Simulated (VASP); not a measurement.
# GaCo2Si2 (I4/mmm) in VASP: single point with PBE

Aim: the single point of GaCo2Si2 with PBE.

Program: VASP 6.6.1. These are calculated values, not measurements. Logs are shortened: lines on timing, memory, paths and dates and some standing lists are left out, and cuts for length are marked.

## Step 1: The cell of the first run

It takes space group I4/mmm (No. 139, tetragonal). Conventional cell: a = 3.705 Å, b = 3.705 Å, c = 9.575 Å, α = 90.00°, β = 90.00°, γ = 90.00°. Si (site symmetry 4mm) has 4 Co at 2.23 Å and 1 Si at 2.31 Å and 4 Ga at 2.86 Å within 2.9 Å. Ga (site symmetry 4/mmm) has 10 Si at 2.86 to 3.63 Å and 8 Co at 3.03 Å and 4 Ga at 3.71 Å within 3.8 Å. Within 2.9 Å of Co (site symmetry -4m2) lie 4 Si at 2.23 Å and 4 Co at 2.62 Å.

## Step 2: Single point, PBE, non-collinear spin, zero start, spin-orbit coupling

The input, INCAR:

```
ALGO = Normal ; EDIFF = 1E-6
ENCUT = 520 ; GGA = PE
GGA_COMPAT = False ; ISIF = 2
ISMEAR = -1 ; LASPH = True
LCHARG = False ; LMAXMIX = 4
LORBIT = 11 ; LORBMOM = True
LREAL = False ; LSORBIT = True
LWAVE = False ; MAGMOM = 0 0 0 0 0 0 0 0 0 0 0 0 0 0 0
NBANDS = 54 ; NELM = 150
PREC = Accurate ; SIGMA = 0.1
```

The input, KPOINTS:

```
k-points
0
Gamma
  5 5 5
```

The input, POSCAR:

```
GaCo2Si2
1.0
    0.0000000000      3.7051720000      0.0000000000
    3.7051720000      0.0000000000      0.0000000000
    1.8525860000      1.8525860000     -4.7874590000
Si Ga Co
2 1 2
Direct
    0.3794552497      0.3794552497      0.2410895007
    0.6205447503      0.6205447503      0.7589104993
    0.0000000000      0.0000000000      0.0000000000
    0.7500000000      0.2500000000      0.5000000000
    0.2500000000      0.7500000000      0.5000000000
```

Potentials or basis: VASP PAW PBE potentials, release 64 (Si, Ga_d, Co).

Launch:

```sh
$ cat potpaw_PBE.64/Si/POTCAR potpaw_PBE.64/Ga_d/POTCAR potpaw_PBE.64/Co/POTCAR > POTCAR
$ mpirun -np 1 vasp_ncl > vasp.out
```

OUTCAR:

```text
EDIFF = 1E-6
   ENCUT = 520
   GGA = PE
   ISIF = 2
   ISMEAR = -1
   LASPH = True
   LORBIT = 11
   LREAL = False
   LSORBIT = True
   NELM = 150
   PREC = Accurate

 ion  position               nearest neighbor table
   1  0.379  0.379  0.241-   4 2.23   5 2.23   5 2.23   4 2.23   2 2.31   3 2.86   3 2.86   3 2.86
                             3 2.86
   2  0.621  0.621  0.759-   4 2.23   5 2.23   5 2.23   4 2.23   1 2.31   3 2.86   3 2.86   3 2.86
                             3 2.86
   3  0.000  0.000  0.000-   2 2.86   1 2.86   2 2.86   1 2.86   1 2.86   2 2.86   2 2.86   1 2.86

   4  0.750  0.250  0.500-   1 2.23   2 2.23   1 2.23   2 2.23   5 2.62   5 2.62   5 2.62   5 2.62

   5  0.250  0.750  0.500-   1 2.23   2 2.23   1 2.23   2 2.23   4 2.62   4 2.62   4 2.62   4 2.62

  LATTYP: Found a body centered tetragonal cell.
 ALAT       =     3.7051720000
 C/A-ratio  =     2.5842033784

  Lattice vectors:

 A1 = (  -1.8525860000,   1.8525860000,   4.7874590000)
 A2 = (   1.8525860000,  -1.8525860000,   4.7874590000)
 A3 = (   1.8525860000,   1.8525860000,  -4.7874590000)

Analysis of symmetry for initial positions (statically):
=====================================================================
 Subroutine PRICEL returns:
 Original cell was already a primitive cell.

 Routine SETGRP: Setting up the symmetry group for a
 body centered tetragonal supercell.

 Subroutine GETGRP returns: Found 16 space group operations
 (whereof 16 operations were pure point group operations)
 out of a pool of 16 trial point group operations.

The static configuration has the point symmetry D_4h.

Analysis of symmetry for dynamics (positions and initial velocities):
=====================================================================
 Subroutine PRICEL returns:
 Original cell was already a primitive cell.

 Routine SETGRP: Setting up the symmetry group for a
 body centered tetragonal supercell.

 Subroutine GETGRP returns: Found 16 space group operations
 (whereof 16 operations were pure point group operations)
 out of a pool of 16 trial point group operations.

The dynamic configuration has the point symmetry D_4h.

Analysis of structural, dynamic, and magnetic symmetry:
=====================================================================
 Subroutine PRICEL returns:
 Original cell was already a primitive cell.

 Routine SETGRP: Setting up the symmetry group for a
 body centered tetragonal supercell.

 Subroutine GETGRP returns: Found 16 space group operations
 (whereof 16 operations were pure point group operations)
 out of a pool of 16 trial point group operations.

The overall configuration has the point symmetry D_4h.

 Subroutine INISYM returns: Found 16 space group operations
 (whereof 16 operations are pure point group operations),
[... 1160 lines left out ...]
 orbital moment (x)

 # of ion     p       d       tot
 ----------------------------------------
  1        -0.000   0.000  -0.000
  2         0.000   0.000   0.000
  3         0.000  -0.000  -0.000
  4         0.000  -0.000  -0.000
  5         0.000   0.000   0.000
 ----------------------------------------
            0.000   0.000   0.000

 orbital moment (y)

 # of ion     p       d       tot
 ----------------------------------------
  1         0.000   0.000   0.000
  2         0.000   0.000   0.000
  3        -0.000   0.000   0.000
  4         0.000   0.000   0.000
  5         0.000   0.000   0.000
 ----------------------------------------
            0.000   0.000   0.000

 orbital moment (z)

 # of ion     p       d       tot
 ----------------------------------------
  1         0.000   0.000   0.000
  2         0.000   0.000   0.000
  3         0.000   0.000   0.000
  4         0.000  -0.000  -0.000
  5         0.000  -0.000  -0.000
 ----------------------------------------
            0.000  -0.000  -0.000

 Spin-Orbit-Coupling matrix elements

 Ion:    1  E_soc:     -0.0004807
 l=   1
     0.0000000    -0.0000727    -0.0000950
    -0.0000727     0.0000000    -0.0000727
    -0.0000950    -0.0000727     0.0000000
 l=   2
     0.0000000     0.0000000     0.0000000     0.0000000     0.0000000
     0.0000000     0.0000000     0.0000000     0.0000000     0.0000000
     0.0000000     0.0000000     0.0000000     0.0000000     0.0000000
     0.0000000     0.0000000     0.0000000     0.0000000     0.0000000
     0.0000000     0.0000000     0.0000000     0.0000000     0.0000000
 l=   3
     0.0000000     0.0000000     0.0000000     0.0000000     0.0000000     0.0000000     0.0000000
     0.0000000     0.0000000     0.0000000     0.0000000     0.0000000     0.0000000     0.0000000
     0.0000000     0.0000000     0.0000000     0.0000000     0.0000000     0.0000000     0.0000000
     0.0000000     0.0000000     0.0000000     0.0000000     0.0000000     0.0000000     0.0000000
[... 69 lines left out ...]
 l=   2
     0.0000000    -0.0004006     0.0000000    -0.0004006    -0.0017173
    -0.0004006     0.0000000    -0.0013046    -0.0004083    -0.0003732
     0.0000000    -0.0013046     0.0000000    -0.0013046     0.0000000
    -0.0004006    -0.0004083    -0.0013046     0.0000000    -0.0003732
    -0.0017173    -0.0003732     0.0000000    -0.0003732     0.0000000
 l=   3
     0.0000000     0.0000000     0.0000000     0.0000000     0.0000000     0.0000000     0.0000000
     0.0000000     0.0000000     0.0000000     0.0000000     0.0000000     0.0000000     0.0000000
     0.0000000     0.0000000     0.0000000     0.0000000     0.0000000     0.0000000     0.0000000
     0.0000000     0.0000000     0.0000000     0.0000000     0.0000000     0.0000000     0.0000000
     0.0000000     0.0000000     0.0000000     0.0000000     0.0000000     0.0000000     0.0000000
     0.0000000     0.0000000     0.0000000     0.0000000     0.0000000     0.0000000     0.0000000
     0.0000000     0.0000000     0.0000000     0.0000000     0.0000000     0.0000000     0.0000000

 total charge

# of ion       s       p       d       tot
------------------------------------------
    1        0.781   0.931   0.000   1.713
    2        0.781   0.931   0.000   1.713
    3        0.954   0.526   9.990  11.470
    4        0.486   0.549   7.535   8.569
    5        0.486   0.549   7.535   8.569
--------------------------------------------------
tot          3.489   3.487  25.059  32.035

 magnetization (x)

# of ion       s       p       d       tot
------------------------------------------
    1        0.000  -0.000   0.000  -0.000
    2        0.000  -0.000   0.000  -0.000
    3        0.000   0.000   0.000   0.000
    4        0.000   0.000   0.000   0.000
    5        0.000   0.000   0.000   0.000
--------------------------------------------------
tot          0.000  -0.000   0.000  -0.000

 magnetization (y)

# of ion       s       p       d       tot
------------------------------------------
    1        0.000  -0.000   0.000  -0.000
    2        0.000   0.000   0.000   0.000
    3        0.000   0.000   0.000   0.000
    4        0.000   0.000   0.000   0.000
    5        0.000   0.000   0.000   0.000
--------------------------------------------------
tot          0.000   0.000   0.000   0.000

 magnetization (z)

# of ion       s       p       d       tot
------------------------------------------
    1        0.000   0.000   0.000   0.000
    2        0.000   0.000   0.000   0.000
    3        0.000   0.000  -0.000  -0.000
    4        0.000   0.000   0.000   0.000
    5        0.000   0.000   0.000   0.000
--------------------------------------------------
tot          0.000   0.000  -0.000  -0.000
```

Run time: 4.5 min. Hardware: 1 thread of Intel Xeon 8259CL, shared host; peak memory 0.36 GiB.

Results:

```
Free energy                                           : -28.3929 eV
Pressure                                              : 7.2 GPa
Largest force                                         : 0.024 eV/Å
Net moment                                            : 0.00 μB per cell
Valence electrons inside the program's atomic spheres : Si 1.71; Ga 11.47; Co 8.57
```

Forces on the atoms (eV/Å):
```
Si   0.000  0.000  0.024
Si   0.000  0.000 -0.024
Ga   0.000  0.000  0.000
Co   0.000  0.000  0.000
Co   0.000  0.000  0.000
```

Stress tensor (GPa, compression positive):
```
8.31 0.00 0.00
0.00 8.31 0.00
0.00 0.00 5.09
```

Moments on the atoms (μB; x, y, z):
```
Si  0.00 0.00 0.00
Si  0.00 0.00 0.00
Ga  0.00 0.00 0.00
Co  0.00 0.00 0.00
Co  0.00 0.00 0.00
```

Caveat: the k points lie up to 0.36 Å⁻¹ apart.
